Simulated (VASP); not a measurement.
# SiC (F-43m) in VASP: notebook

The runs below take SiC through single point, with r2SCAN+D4.

Program: VASP 6.6.1. These are calculated values, not measurements. Logs are shortened: lines on timing, memory, paths and dates and some standing lists are left out, and cuts for length are marked.

**What was measured.**

From “Insight into the structural, elastic and electronic properties of a new orthorhombic 6O-SiC polytype”, 2020, pmc:7200658, for a bulk crystal of SiC: band gap 2.4 eV (indirect).

How close the calculation comes is told below.

### Step 1. The cell of the first run

The structure is cubic, space group F-43m (No. 216). The conventional cell has a = 4.288 Å, b = 4.288 Å, c = 4.288 Å, α = 90.00°, β = 90.00°, γ = 90.00°. Si (site symmetry -43m) has 4 C at 1.86 Å within 2.5 Å. Within 2.5 Å of C (site symmetry -43m) lie 4 Si at 1.86 Å.

### Step 2. Single point, r2SCAN+D4 (volume scaled by 0.96)

POSCAR

```
SiC
1.0
    0.0000000000      2.1439603576      2.1439603576
    2.1439603576      0.0000000000      2.1439603576
    2.1439603576      2.1439603576      0.0000000000
Si C
1 1
Direct
    0.0000000000      0.0000000000      0.0000000000
    0.7500000000      0.7500000000      0.7500000000
```

INCAR.step1

```
SYSTEM = SiC
PREC     = Accurate       ! precision mode
ENCUT    = 520            ! plane-wave cutoff, eV
ISMEAR   = 0              ! smearing method
SIGMA    = 0.05           ! smearing width, eV
LREAL    = .FALSE.        ! projectors in reciprocal space
LASPH    = .TRUE.         ! aspherical terms in the spheres
NELM     = 100            ! most SCF steps
NBANDS   = 11             ! bands
GGA      = PE             ! functional
ALGO     = Normal         ! electronic algorithm
EDIFF    = 1E-4           ! SCF threshold, eV
LWAVE    = .TRUE.         ! write WAVECAR
LCHARG   = .FALSE.        ! write CHGCAR
```

INCAR.step2

```
SYSTEM = SiC
PREC     = Accurate       ! precision mode
ENCUT    = 520            ! plane-wave cutoff, eV
EDIFF    = 1E-7           ! SCF threshold, eV
ISMEAR   = 0              ! smearing method
SIGMA    = 0.05           ! smearing width, eV
LREAL    = .FALSE.        ! projectors in reciprocal space
LASPH    = .TRUE.         ! aspherical terms in the spheres
NELM     = 100            ! most SCF steps
ALGO     = Normal         ! electronic algorithm
ISIF     = 2              ! what is computed and relaxed
LWAVE    = .FALSE.        ! write WAVECAR
LCHARG   = .FALSE.        ! write CHGCAR
METAGGA  = R2SCAN         ! meta-GGA
LMIXTAU  = .TRUE.       
IVDW     = 13             ! dispersion correction
VDW_S6   = 1.0          
VDW_S8   = 0.6018749    
VDW_A1   = 0.51559235   
VDW_A2   = 5.77342911   
NBANDS   = 11             ! bands
ISTART   = 1
```

KPOINTS

```
Automatic mesh
0
G
  10 10 10
  0 0 0
```

Potentials or basis: VASP PAW PBE potentials, release 64 (Si, C).

Command:

```sh
cat potpaw_PBE.64/Si/POTCAR potpaw_PBE.64/C/POTCAR > POTCAR
cp INCAR.step1 INCAR
mpirun -np 1 vasp_std > vasp.out
cp INCAR.step2 INCAR
mpirun -np 1 vasp_std > vasp.out
```

OUTCAR:

```text
SYSTEM = SiC
   PREC = Accurate
   ENCUT = 520
   EDIFF = 1E-7
   ISMEAR = 0
   LREAL = .FALSE.
   LASPH = .TRUE.
   NELM = 100
   ISIF = 2
   METAGGA = R2SCAN
   IVDW = 13
   ISTART = 1

 ion  position               nearest neighbor table
   1  0.000  0.000  0.000-   2 1.86   2 1.86   2 1.86   2 1.86
   2  0.750  0.750  0.750-   1 1.86   1 1.86   1 1.86   1 1.86

  LATTYP: Found a face centered cubic cell.
 ALAT       =     4.2879207152

  Lattice vectors:

 A1 = (   0.0000000000,   2.1439603576,   2.1439603576)
 A2 = (   2.1439603576,   0.0000000000,   2.1439603576)
 A3 = (   2.1439603576,   2.1439603576,   0.0000000000)

Analysis of symmetry for initial positions (statically):
=====================================================================
 Subroutine PRICEL returns:
 Original cell was already a primitive cell.

 Routine SETGRP: Setting up the symmetry group for a
 face centered cubic supercell.

 Subroutine GETGRP returns: Found 24 space group operations
 (whereof 24 operations were pure point group operations)
 out of a pool of 48 trial point group operations.

The static configuration has the point symmetry T_d .

Analysis of symmetry for dynamics (positions and initial velocities):
=====================================================================
 Subroutine PRICEL returns:
 Original cell was already a primitive cell.

 Routine SETGRP: Setting up the symmetry group for a
 face centered cubic supercell.

 Subroutine GETGRP returns: Found 24 space group operations
 (whereof 24 operations were pure point group operations)
 out of a pool of 48 trial point group operations.

The dynamic configuration has the point symmetry T_d .

 Subroutine INISYM returns: Found 24 space group operations
 (whereof 24 operations are pure point group operations),
 and found     1 'primitive' translations

----------------------------------------------------------------------------------------

                                     Primitive cell

  volume of cell :      19.7097

  direct lattice vectors                    reciprocal lattice vectors
     0.000000000  2.143960358  2.143960358    -0.233213267  0.233213267  0.233213267
     2.143960358  0.000000000  2.143960358     0.233213267 -0.233213267  0.233213267
     2.143960358  2.143960358  0.000000000     0.233213267  0.233213267 -0.233213267

  length of vectors
     3.032017815  3.032017815  3.032017815     0.403937228  0.403937228  0.403937228

  position of ions in fractional coordinates (direct lattice)
     0.000000000  0.000000000  0.000000000
     0.750000000  0.750000000  0.750000000

  ion indices of the primitive-cell ions
   primitive index   ion index
                 1           1
                 2           2

----------------------------------------------------------------------------------------

 KPOINTS: Automatic mesh

Automatic generation of k-mesh.
 Grid dimensions read from file:
 generate k-points for:   10   10   10

 Generating k-lattice:

  Cartesian coordinates                     Fractional coordinates (reciprocal lattice)
    -0.023321327  0.023321327  0.023321327     0.100000000  0.000000000  0.000000000
     0.023321327 -0.023321327  0.023321327     0.000000000  0.100000000  0.000000000
     0.023321327  0.023321327 -0.023321327     0.000000000  0.000000000  0.100000000

  Length of vectors
     0.040393723  0.040393723  0.040393723

  Shift w.r.t. Gamma in fractional coordinates (k-lattice)
     0.000000000  0.000000000  0.000000000

 Subroutine IBZKPT returns following result:
 ===========================================

 Found     47 irreducible k-points:

 Following reciprocal coordinates:
            Coordinates               Weight
  0.000000  0.000000  0.000000      1.000000
  0.100000  0.000000  0.000000      8.000000
  0.200000  0.000000  0.000000      8.000000
  0.300000  0.000000  0.000000      8.000000
  0.400000  0.000000  0.000000      8.000000
  0.500000  0.000000  0.000000      4.000000
[... 16 lines left out ...]
  0.300000  0.300000  0.000000      6.000000
  0.400000  0.300000  0.000000     24.000000
 [... further k-points ...]
   k-points           NKPTS =     47   k-points in BZ     NKDIM =     47   number of bands    NBANDS=     11
   number of dos      NEDOS =    301   number of ions     NIONS =      2
   total plane-waves  NPLWV =  13824
   dimension x,y,z NGX =    24 NGY =   24 NGZ =   24
   dimension x,y,z NGXF=    48 NGYF=   48 NGZF=   48
   ions per type =               1   1
   NGX,Y,Z   is equivalent  to a cutoff of  13.16, 13.16, 13.16 a.u.
   NGXF,Y,Z  is equivalent  to a cutoff of  26.32, 26.32, 26.32 a.u.
 SYSTEM =  SiC
   PREC   = accura    normal or accurate (medium, high low for compatibility)
   ISTART =      1    job   : 0-new  1-cont  2-samecut
   ICHARG =      0    charge: 1-file 2-atom 10-const
   ISPIN  =      1    spin polarized calculation?
   LNONCOLLINEAR =      F non collinear calculations
   LSORBIT =      F    spin-orbit coupling
   LASPH  =      T    aspherical Exc in radial PAW
   ENCUT  =  520.0 eV  38.22 Ry    6.18 a.u.   5.64  5.64  5.64*2*pi/ulx,y,z
   NELM   =    100;   NELMIN=  2; NELMDL=  0     # of ELM steps
   EDIFF  = 0.1E-06   stopping-criterion for ELM
   LREAL  =      F    real-space projection
   EDIFFG = 0.1E-05   stopping-criterion for IOM
   NSW    =      0    number of steps for IOM
   IBRION =     -1    ionic relax: 0-MD 1-quasi-New 2-CG
   NFREE  =      0    steps in history (QN), initial steepest desc. (CG)
   ISIF   =      2    stress and relaxation
   ISYM   =      2    0-nonsym 1-usesym 2-fastsym
   POTIM  = 0.5000    time-step for ionic-motion
   TEBEG  =    0.0;   TEEND  =   0.0 temperature during run
   PSTRESS=    0.0 pullay stress
   NELECT =       8.0000    total number of electrons
   NUPDOWN=      -1.0000    fix difference up-down
   EMIN   =  10.00;   EMAX   =-10.00  energy-range for DOS
   EFERMI =   0.00;   METHOD = LEGACY
   ISMEAR =     0;   SIGMA  =   0.05  broadening in eV -4-tet -1-fermi 0-gaus
   EFERMI_NEDOS =   21; number of points for ismear=-14 and -15
   IALGO  =     38    algorithm
   IMIX   =      4    mixing-type and parameters
     AMIX     =   0.40;   BMIX     =  1.00
     AMIX_MAG =   1.60;   BMIX_MAG =  1.00
  volume/ion in A,a.u.               =       9.85        66.50
  Fermi-wavevector in a.u.,A,eV,Ry     =   1.212118  2.290570 19.990074  1.469229
  Thomas-Fermi vector in A             =   2.347612
   LORBIT       =      0    0 simple, 1 ext, 2 COOP (PROOUT), +10 PAW based schemes
   METAGGA = R2SCAN    functional components
   LHFCALC =     F    Hartree Fock is set to
   AEXX    =    0.0000 exact exchange contribution
   IVDW    =    13    specifies the selected vdW correction
   LEPSILON=     F    determine dielectric tensor
   LRPA    =     F    only Hartree local field effects (RPA)
 non-spin polarized calculation
 Gauss-broadening in eV      SIGMA  =   0.05
  energy-cutoff  :      520.00
  volume of cell :       19.71
 maximum number of plane-waves:       544
   NGX = 11   NGY = 11   NGZ = 11

 number of electron       7.9999999 magnetization

 Free energy of the ion-electron system (eV)
  ---------------------------------------------------
  ext. energy  EPLUGINS =         0.00000000
  ---------------------------------------------------
  free energy    TOTEN  =       -19.29381620 eV

  energy without entropy =      -19.29381620  energy(sigma->0) =      -19.29381620

 E-fermi :   8.8291     XC(G=0): -12.1538

 val. band max:        8.5340663941   @ k =   0.0000   0.0000   0.0000
 cond. band min:      10.2263297503   @ k =   0.5000   0.5000   0.0000
 fundamental gap:      1.6922633562
 Fermi energy:         8.8291057032

 k-point     1 :       0.0000    0.0000    0.0000
  band No.  band energies     occupation
      1      -8.0376      2.00000
      2       8.5341      2.00000
      3       8.5341      2.00000
      4       8.5341      2.00000
      5      15.9837      0.00000
      6      16.7552      0.00000
      7      16.7552      0.00000
      8      16.7552      0.00000
      9      24.0475      0.00000
     10      24.0475      0.00000
     11      27.1115      0.00000

 k-point     2 :       0.1000    0.0000    0.0000
  band No.  band energies     occupation
      1      -7.8273      2.00000
      2       7.4786      2.00000
      3       8.3933      2.00000
      4       8.3933      2.00000
      5      16.1431      0.00000
      6      17.0213      0.00000
      7      17.0213      0.00000
      8      17.1875      0.00000
      9      23.0705      0.00000
     10      23.0705      0.00000
     11      26.3723      0.00000

 k-point     3 :       0.2000    0.0000    0.0000
  band No.  band energies     occupation
      1      -7.2061      2.00000
      2       5.2236      2.00000
      3       8.0689      2.00000
      4       8.0689      2.00000
      5      15.7788      0.00000
      6      17.3882      0.00000
      7      17.3882      0.00000
      8      18.5735      0.00000
      9      22.3972      0.00000
     10      22.3972      0.00000
     11      25.4165      0.00000

 k-point     4 :       0.3000    0.0000    0.0000
  band No.  band energies     occupation
      1      -6.2144      2.00000
      2       2.7463      2.00000
      3       7.7332      2.00000
      4       7.7332      2.00000
      5      15.3644      0.00000
      6      17.1601      0.00000
      7      17.1601      0.00000
      8      19.5754      0.00000
      9      23.3899      0.00000
     10      23.3899      0.00000
     11      25.2546      0.00000

 k-point     5 :       0.4000    0.0000    0.0000
  band No.  band energies     occupation
      1      -4.9945      2.00000
      2       0.5486      2.00000
      3       7.5000      2.00000
      4       7.5000      2.00000
      5      15.0948      0.00000
      6      16.6986      0.00000
      7      16.6986      0.00000
      8      19.8072      0.00000
      9      25.5869      0.00000
     10      25.5869      0.00000
     11      26.0365      0.00000
[... 211 lines left out ...]
 k-point    21 :      -0.3000    0.2000    0.0000
  band No.  band energies     occupation
      1      -4.7515      2.00000
      2       1.7188      2.00000
      3       4.4913      2.00000
      4       7.2917      2.00000
      5      14.8614      0.00000
      6      17.9001      0.00000
      7      18.2209      0.00000
      8      20.1718      0.00000
      9      22.3345      0.00000
     10      25.6458      0.00000
     11      29.3693      0.00000

 k-point    22 :      -0.2000    0.2000    0.0000
  band No.  band energies     occupation
      1      -5.8819      2.00000
      2       3.4401      2.00000
      3       5.1193      2.00000
      4       7.8551      2.00000
      5      15.9531      0.00000
      6      17.6449      0.00000
      7      17.8680      0.00000
      8      18.8968      0.00000
      9      20.9488      0.00000
     10      25.5698      0.00000
     11      29.3545      0.00000

 k-point    23 :       0.3000    0.3000    0.0000
  band No.  band energies     occupation
      1      -5.5966      2.00000
      2       3.9498      2.00000
      3       5.9954      2.00000
      4       5.9954      2.00000
      5      12.2478      0.00000
      6      14.8881      0.00000
      7      21.4391      0.00000
      8      21.4391      0.00000
      9      22.5296      0.00000
     10      26.8996      0.00000
     11      32.0554      0.00000

 k-point    24 :       0.4000    0.3000    0.0000
  band No.  band energies     occupation
      1      -4.6691      2.00000
      2       2.6399      2.00000
      3       5.1669      2.00000
      4       5.7126      2.00000
      5      11.8832      0.00000
      6      14.9208      0.00000
      7      21.6024      0.00000
      8      21.8332      0.00000
      9      24.0076      0.00000
     10      28.1061      0.00000
     11      31.8097      0.00000

 [... further k-points ...]

------------------------ aborting loop because EDIFF is reached ----------------------------------------

  DFT-D4 for vdW energy calculation

  Edisp (eV):   -0.25571

  FORCE on cell =-STRESS in cart. coord.  units (eV):
  Direction    XX          YY          ZZ          XY          YZ          ZX
  --------------------------------------------------------------------------------------
  -------------------------------------------------------------------------------------
  Total       1.22120     1.22120     1.22120     0.00000    -0.00000    -0.00000
  in kB      99.26966    99.26966    99.26966     0.00000    -0.00000    -0.00000
  external pressure =       99.27 kB  Pullay stress =        0.00 kB

 VOLUME and BASIS-vectors are now :
 -----------------------------------------------------------------------------
  energy-cutoff  :      520.00
  volume of cell :       19.71
      direct lattice vectors                 reciprocal lattice vectors
     0.000000000  2.143960358  2.143960358    -0.233213267  0.233213267  0.233213267
     2.143960358  0.000000000  2.143960358     0.233213267 -0.233213267  0.233213267
     2.143960358  2.143960358  0.000000000     0.233213267  0.233213267 -0.233213267

 POSITION                                       TOTAL-FORCE (eV/Angst)
 -----------------------------------------------------------------------------------
      0.00000      0.00000      0.00000         0.000000     -0.000000      0.000000
      3.21594      3.21594      3.21594        -0.000000      0.000000     -0.000000
 -----------------------------------------------------------------------------------
    total drift:                                0.000001      0.000001      0.000001

  FREE ENERGIE OF THE ION-ELECTRON SYSTEM (eV)
  ---------------------------------------------------
  free  energy   TOTEN  =       -19.5495311085 eV

  energy  without entropy=      -19.5495311085  energy(sigma->0) =      -19.54953111
```

It took 34 s on 1 thread of Intel Xeon Platinum 8259CL at 2.50GHz (Skylake/Cascade Lake), shared host; peak memory 0.14 GiB.

Results:

```yaml
Free_energy: -19.5495 eV
Pressure: 9.9 GPa
Band_gap_on_the_k_mesh: 1.69 eV, indirect (least direct gap 5.12 eV)
Dispersion_energy_per_atom: -0.128 eV
```

Caveat: the cell differs from its parent crystal (volume scaled by 0.96); the PAW data sets were made with another functional, which shifts forces and pressure a little. A k mesh can miss the band edges.

### Step 3. Single point, r2SCAN+D4

This run uses another cell than the first one, of 10.27 Å³/atom, 1.043 times its volume.

POSCAR

```
SiC
1.0
    0.0000000000      2.1739983056      2.1739983056
    2.1739983056      0.0000000000      2.1739983056
    2.1739983056      2.1739983056      0.0000000000
Si C
1 1
Direct
    0.0000000000      0.0000000000      0.0000000000
    0.7500000000      0.7500000000      0.7500000000
```

INCAR.step1

```
PREC = Accurate
ENCUT = 520
ISMEAR = 0
SIGMA = 0.05
LREAL = F
LASPH = T
NELM = 80
NBANDS = 11
GGA = PE
ALGO = Normal
EDIFF = 1E-4
LWAVE = T
LCHARG = F
```

INCAR.step2

```
PREC = Accurate
ENCUT = 520
EDIFF = 1E-7
ISMEAR = 0
SIGMA = 0.05
LREAL = F
LASPH = T
NELM = 80
ALGO = Normal
ISIF = 2
LWAVE = F
LCHARG = T
METAGGA = R2SCAN
LMIXTAU = T
IVDW = 13
VDW_S6 = 1.0
VDW_S8 = 0.6018749
VDW_A1 = 0.51559235
VDW_A2 = 5.77342911
LELF = T
LVHAR = T
NBANDS = 11
ISTART = 1
```

KPOINTS

```
Automatic mesh
0
Gamma
  10 10 10
```

Potentials or basis: VASP PAW PBE potentials, release 64 (Si, C).

Command:

```sh
cat potpaw_PBE.64/Si/POTCAR potpaw_PBE.64/C/POTCAR > POTCAR
cp INCAR.step1 INCAR
mpirun -np 1 vasp_std > vasp.out
cp INCAR.step2 INCAR
mpirun -np 1 vasp_std > vasp.out
```

It took 36 s on 1 thread of Intel Xeon Platinum 8259CL at 2.50GHz (Skylake/Cascade Lake), shared host; peak memory 0.14 GiB.

Results (log left out):

| Item | Value |
| --- | --- |
| Free energy | -19.5739 eV |
| Pressure | -0.4 GPa |
| Band gap on the k mesh | 1.72 eV, indirect (least direct gap 5.07 eV) |
| Dispersion energy per atom | -0.124 eV |

Levels at points of the mesh, in eV from the valence-band top:
```
           k point  band 2  band 3  band 4  band 5  band 6  band 7
(0.00, 0.00, 0.00)    0.00    0.00    0.00    6.92    7.90    7.90
(0.50, 0.00, 0.00)   -8.86   -1.11   -1.11    6.06    7.78    7.78
(0.50, 0.50, 0.00)   -8.07   -3.35   -3.35    1.72    4.85   15.22
```

Caveat: the PAW data sets were made with another functional, which shifts forces and pressure a little.

### Step 4. Comparison with measurements

Step 3. Against the measured gap of SiC, 2.4 eV (indirect; quoted in “Insight into the structural, elastic and electronic properties of a new orthorhombic 6O-SiC polytype”, 2020, pmc:7200658), the calculated 1.72 eV is off by -0.68 eV. The value is that of r2SCAN+D4 on a finite k mesh, which can miss the band edges, without temperature or zero-point motion.
